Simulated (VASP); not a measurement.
# Na3Sb4Au (Pm-3m) in VASP: single point with PBE

Aim: the single point of Na3Sb4Au with PBE.

Everything below comes from runs of VASP 6.6.1. Logs are shortened: lines on timing, memory, paths and dates and some standing lists are left out, and cuts for length are marked.

### 1 The cell of the first run

The structure is cubic, space group Pm-3m (No. 221). The conventional cell has a = 5.468 Å, b = 5.468 Å, c = 5.468 Å, α = 90.00°, β = 90.00°, γ = 90.00°. Na (site symmetry 4/mmm) has 6 Sb at 2.73 Å within 3.6 Å. Sb (site symmetry 4/mmm) has 4 Na at 2.73 Å and 2 Au at 2.73 Å within 3.6 Å. Sb (site symmetry m-3m) has 6 Na at 2.73 Å within 3.6 Å. Au (site symmetry m-3m) has 6 Sb at 2.73 Å within 3.6 Å.

### 2 Single point, PBE

INCAR

```
  PREC = Accurate
  ENCUT = 520
  EDIFF = 1E-6
  ISMEAR = 0
  SIGMA = 0.1
  LREAL = False
  LASPH = True
  NELM = 80
  ALGO = Normal
  ISIF = 2
  LWAVE = False
  LCHARG = False
  GGA = PE
  NBANDS = 36
```

KPOINTS

```
regular mesh
0
Gamma
  4 4 4
```

POSCAR

```
Na3Sb4Au
1.0
    5.4678558300      0.0000000000      0.0000000000
    0.0000000000      5.4678558300      0.0000000000
    0.0000000000      0.0000000000      5.4678558300
Na Sb Au
3 4 1
Direct
    0.0000000000      0.5000000000      0.5000000000
    0.5000000000      0.0000000000      0.5000000000
    0.5000000000      0.5000000000      0.0000000000
    0.5000000000      0.0000000000      0.0000000000
    0.5000000000      0.5000000000      0.5000000000
    0.0000000000      0.0000000000      0.5000000000
    0.0000000000      0.5000000000      0.0000000000
    0.0000000000      0.0000000000      0.0000000000
```

Potentials or basis: VASP PAW PBE potentials, release 64 (Na_pv, Sb, Au).

Launch:

```console
> cat potpaw_PBE.64/Na_pv/POTCAR potpaw_PBE.64/Sb/POTCAR potpaw_PBE.64/Au/POTCAR > POTCAR
> mpirun -np 1 vasp_std > vasp.out
```

OUTCAR:

```text
PREC = Accurate
   ENCUT = 520
   EDIFF = 1E-6
   ISMEAR = 0
   LREAL = False
   LASPH = True
   NELM = 80
   ISIF = 2
   GGA = PE

 ion  position               nearest neighbor table
   1  0.000  0.500  0.500-   5 2.73   6 2.73   7 2.73   7 2.73   6 2.73   5 2.73
   2  0.500  0.000  0.500-   4 2.73   5 2.73   6 2.73   4 2.73   5 2.73   6 2.73
   3  0.500  0.500  0.000-   4 2.73   5 2.73   7 2.73   5 2.73   4 2.73   7 2.73
   4  0.500  0.000  0.000-   2 2.73   3 2.73   8 2.73   2 2.73   3 2.73   8 2.73
   5  0.500  0.500  0.500-   1 2.73   2 2.73   3 2.73   3 2.73   2 2.73   1 2.73
   6  0.000  0.000  0.500-   1 2.73   2 2.73   8 2.73   8 2.73   1 2.73   2 2.73
   7  0.000  0.500  0.000-   1 2.73   3 2.73   8 2.73   1 2.73   8 2.73   3 2.73
   8  0.000  0.000  0.000-   4 2.73   6 2.73   7 2.73   6 2.73   7 2.73   4 2.73

  LATTYP: Found a simple cubic cell.
 ALAT       =     5.4678558300

  Lattice vectors:

 A1 = (   5.4678558300,   0.0000000000,   0.0000000000)
 A2 = (   0.0000000000,   5.4678558300,   0.0000000000)
 A3 = (   0.0000000000,   0.0000000000,   5.4678558300)

Analysis of symmetry for initial positions (statically):
=====================================================================
 Subroutine PRICEL returns:
 Original cell was already a primitive cell.

 Routine SETGRP: Setting up the symmetry group for a
 simple cubic supercell.

 Subroutine GETGRP returns: Found 48 space group operations
 (whereof 48 operations were pure point group operations)
 out of a pool of 48 trial point group operations.

The static configuration has the point symmetry O_h .

Analysis of symmetry for dynamics (positions and initial velocities):
=====================================================================
 Subroutine PRICEL returns:
 Original cell was already a primitive cell.

 Routine SETGRP: Setting up the symmetry group for a
 simple cubic supercell.

 Subroutine GETGRP returns: Found 48 space group operations
 (whereof 48 operations were pure point group operations)
 out of a pool of 48 trial point group operations.

The dynamic configuration has the point symmetry O_h .

 Subroutine INISYM returns: Found 48 space group operations
 (whereof 48 operations are pure point group operations),
 and found     1 'primitive' translations

----------------------------------------------------------------------------------------

                                     Primitive cell

  volume of cell :     163.4749

  direct lattice vectors                    reciprocal lattice vectors
     5.467855830  0.000000000  0.000000000     0.182887046  0.000000000  0.000000000
     0.000000000  5.467855830  0.000000000     0.000000000  0.182887046  0.000000000
     0.000000000  0.000000000  5.467855830     0.000000000  0.000000000  0.182887046

  length of vectors
     5.467855830  5.467855830  5.467855830     0.182887046  0.182887046  0.182887046

  position of ions in fractional coordinates (direct lattice)
     0.000000000  0.500000000  0.500000000
     0.500000000  0.000000000  0.500000000
     0.500000000  0.500000000  0.000000000
     0.500000000  0.000000000  0.000000000
     0.500000000  0.500000000  0.500000000
     0.000000000  0.000000000  0.500000000
     0.000000000  0.500000000  0.000000000
     0.000000000  0.000000000  0.000000000

  ion indices of the primitive-cell ions
   primitive index   ion index
                 1           1
                 2           2
                 3           3
                 4           4
                 5           5
                 6           6
                 7           7
                 8           8

----------------------------------------------------------------------------------------

 KPOINTS: regular mesh

Automatic generation of k-mesh.
 Grid dimensions read from file:
 generate k-points for:    4    4    4

 Generating k-lattice:

  Cartesian coordinates                     Fractional coordinates (reciprocal lattice)
     0.045721761  0.000000000  0.000000000     0.250000000  0.000000000  0.000000000
     0.000000000  0.045721761  0.000000000     0.000000000  0.250000000  0.000000000
     0.000000000  0.000000000  0.045721761     0.000000000  0.000000000  0.250000000

  Length of vectors
     0.045721761  0.045721761  0.045721761

  Shift w.r.t. Gamma in fractional coordinates (k-lattice)
     0.000000000  0.000000000  0.000000000

 Subroutine IBZKPT returns following result:
 ===========================================

 Found     10 irreducible k-points:

 Following reciprocal coordinates:
            Coordinates               Weight
  0.000000  0.000000  0.000000      1.000000
  0.250000  0.000000  0.000000      6.000000
  0.500000  0.000000  0.000000      3.000000
  0.250000  0.250000  0.000000     12.000000
  0.500000  0.250000  0.000000     12.000000
  0.500000  0.500000  0.000000      3.000000
  0.250000  0.250000  0.250000      8.000000
  0.500000  0.250000  0.250000     12.000000
  0.500000  0.500000  0.250000      6.000000
  0.500000  0.500000  0.500000      1.000000
   k-points           NKPTS =     10   k-points in BZ     NKDIM =     10   number of bands    NBANDS=     36
   number of dos      NEDOS =    301   number of ions     NIONS =      8
   total plane-waves  NPLWV =  74088
   dimension x,y,z NGX =    42 NGY =   42 NGZ =   42
   dimension x,y,z NGXF=    84 NGYF=   84 NGZF=   84
   ions per type =               3   4   1
   NGX,Y,Z   is equivalent  to a cutoff of  12.77, 12.77, 12.77 a.u.
   NGXF,Y,Z  is equivalent  to a cutoff of  25.54, 25.54, 25.54 a.u.
 SYSTEM =  unknown system
   PREC   = accura    normal or accurate (medium, high low for compatibility)
   ISTART =      0    job   : 0-new  1-cont  2-samecut
   ICHARG =      2    charge: 1-file 2-atom 10-const
   ISPIN  =      1    spin polarized calculation?
   LNONCOLLINEAR =      F non collinear calculations
   LSORBIT =      F    spin-orbit coupling
   LASPH  =      T    aspherical Exc in radial PAW
   ENCUT  =  520.0 eV  38.22 Ry    6.18 a.u.  10.17 10.17 10.17*2*pi/ulx,y,z
   NELM   =     80;   NELMIN=  2; NELMDL= -5     # of ELM steps
   EDIFF  = 0.1E-05   stopping-criterion for ELM
   LREAL  =      F    real-space projection
   EDIFFG = 0.1E-04   stopping-criterion for IOM
   NSW    =      0    number of steps for IOM
   IBRION =     -1    ionic relax: 0-MD 1-quasi-New 2-CG
   NFREE  =      0    steps in history (QN), initial steepest desc. (CG)
   ISIF   =      2    stress and relaxation
   ISYM   =      2    0-nonsym 1-usesym 2-fastsym
   POTIM  = 0.5000    time-step for ionic-motion
   TEBEG  =    0.0;   TEEND  =   0.0 temperature during run
   PSTRESS=    0.0 pullay stress
   NELECT =      52.0000    total number of electrons
   NUPDOWN=      -1.0000    fix difference up-down
   EMIN   =  10.00;   EMAX   =-10.00  energy-range for DOS
   EFERMI =   0.00;   METHOD = LEGACY
   ISMEAR =     0;   SIGMA  =   0.10  broadening in eV -4-tet -1-fermi 0-gaus
   EFERMI_NEDOS =   21; number of points for ismear=-14 and -15
   IALGO  =     38    algorithm
   IMIX   =      4    mixing-type and parameters
     AMIX     =   0.40;   BMIX     =  1.00
     AMIX_MAG =   1.60;   BMIX_MAG =  1.00
  volume/ion in A,a.u.               =      20.43       137.90
  Fermi-wavevector in a.u.,A,eV,Ry     =   1.117529  2.111824 16.991929  1.248872
  Thomas-Fermi vector in A             =   2.254153
   LORBIT       =      0    0 simple, 1 ext, 2 COOP (PROOUT), +10 PAW based schemes
   GGA     = PE    functional components
   LHFCALC =     F    Hartree Fock is set to
   AEXX    =    0.0000 exact exchange contribution
   IVDW    =     0    specifies the selected vdW correction
   LEPSILON=     F    determine dielectric tensor
   LRPA    =     F    only Hartree local field effects (RPA)
 non-spin polarized calculation
 Gauss-broadening in eV      SIGMA  =   0.10
  energy-cutoff  :      520.00
  volume of cell :      163.47
 maximum number of plane-waves:      4436
 NGX is ok and might be reduce to    42
   NGX = 21   NGY = 21   NGZ = 21

 number of electron      52.0000058 magnetization

 Free energy of the ion-electron system (eV)
  ---------------------------------------------------
  ext. energy  EPLUGINS =         0.00000000
  ---------------------------------------------------
  free energy    TOTEN  =       -19.02083230 eV

  energy without entropy =      -18.97817621  energy(sigma->0) =      -18.99950426

 E-fermi :   7.3138     XC(G=0): -10.3577

 val. band max:        7.3017411978   @ k =   0.2500   0.2500   0.0000
 cond. band min:       7.3707345356   @ k =   0.2500   0.2500   0.2500
 fundamental gap:      0.0689933378
 Fermi energy:         7.3138079594

 k-point     1 :       0.0000    0.0000    0.0000
  band No.  band energies     occupation
      1     -16.3649      2.00000
      2     -16.3649      2.00000
      3     -16.3649      2.00000
      4     -16.3471      2.00000
      5     -16.3471      2.00000
      6     -16.3471      2.00000
[... 28 lines left out ...]
     35      11.7539      0.00000
     36      11.7539      0.00000

 k-point     2 :       0.2500    0.0000    0.0000
  band No.  band energies     occupation
      1     -16.3623      2.00000
      2     -16.3623      2.00000
      3     -16.3606      2.00000
      4     -16.3478      2.00000
      5     -16.3478      2.00000
      6     -16.3469      2.00000
[... 28 lines left out ...]
     35      12.5594      0.00000
     36      12.8603      0.00000
[... 271 lines left out ...]
     35      13.5566      0.00000
     36      14.1032      0.00000

 k-point    10 :       0.5000    0.5000    0.5000
  band No.  band energies     occupation
      1     -16.3840      2.00000
      2     -16.3674      2.00000
      3     -16.3674      2.00000
      4     -16.3674      2.00000
      5     -16.3299      2.00000
      6     -16.3299      2.00000
[... 28 lines left out ...]
     35      13.4404      0.00000
     36      13.4404      0.00000

------------------------ aborting loop because EDIFF is reached ----------------------------------------

  FORCE on cell =-STRESS in cart. coord.  units (eV):
  Direction    XX          YY          ZZ          XY          YZ          ZX
  --------------------------------------------------------------------------------------
  -------------------------------------------------------------------------------------
  Total       22.0118878     22.0118878     22.0118878     -0.0000000     -0.0000000     -0.0000000
  in kB      215.7330624    215.7330624    215.7330624     -0.0000000     -0.0000000     -0.0000000
  external PRESSURE =     215.7330624 kB  Pullay stress =       0.0000000 kB

 VOLUME and BASIS-vectors are now :
 -----------------------------------------------------------------------------
  energy-cutoff  :      520.00
  volume of cell :      163.47
      direct lattice vectors                 reciprocal lattice vectors
     5.467855830  0.000000000  0.000000000     0.182887046  0.000000000  0.000000000
     0.000000000  5.467855830  0.000000000     0.000000000  0.182887046  0.000000000
     0.000000000  0.000000000  5.467855830     0.000000000  0.000000000  0.182887046

 POSITION                                       TOTAL-FORCE (eV/Angst)
 -----------------------------------------------------------------------------------
      0.00000      2.73393      2.73393         0.000000      0.000000      0.000000
      2.73393      0.00000      2.73393         0.000000      0.000000      0.000000
      2.73393      2.73393      0.00000         0.000000      0.000000      0.000000
      2.73393      0.00000      0.00000         0.000000      0.000000      0.000000
      2.73393      2.73393      2.73393         0.000000      0.000000      0.000000
      0.00000      0.00000      2.73393         0.000000      0.000000      0.000000
      0.00000      2.73393      0.00000         0.000000      0.000000      0.000000
      0.00000      0.00000      0.00000         0.000000      0.000000      0.000000
 -----------------------------------------------------------------------------------
    total drift:                                0.000000     -0.000000     -0.000000

  FREE ENERGIE OF THE ION-ELECTRON SYSTEM (eV)
  ---------------------------------------------------
  free  energy   TOTEN  =       -19.0208323025 eV

  energy  without entropy=      -18.9781762142  energy(sigma->0) =      -18.99950426
```

Run time: 80 s. Hardware: 1 thread of AMD EPYC 7R13, shared host; peak memory 0.25 GiB.

Results:

| Property | Result |
| --- | --- |
| Free energy | -19.0208 eV |
| Pressure | 21.6 GPa |
| Band gap on the k mesh | zero (band 26 reaches 8.62 eV, above the bottom of band 27 at 6.75 eV) |

Caveat: spin-orbit coupling is left out, which moves the levels of the heavy elements.
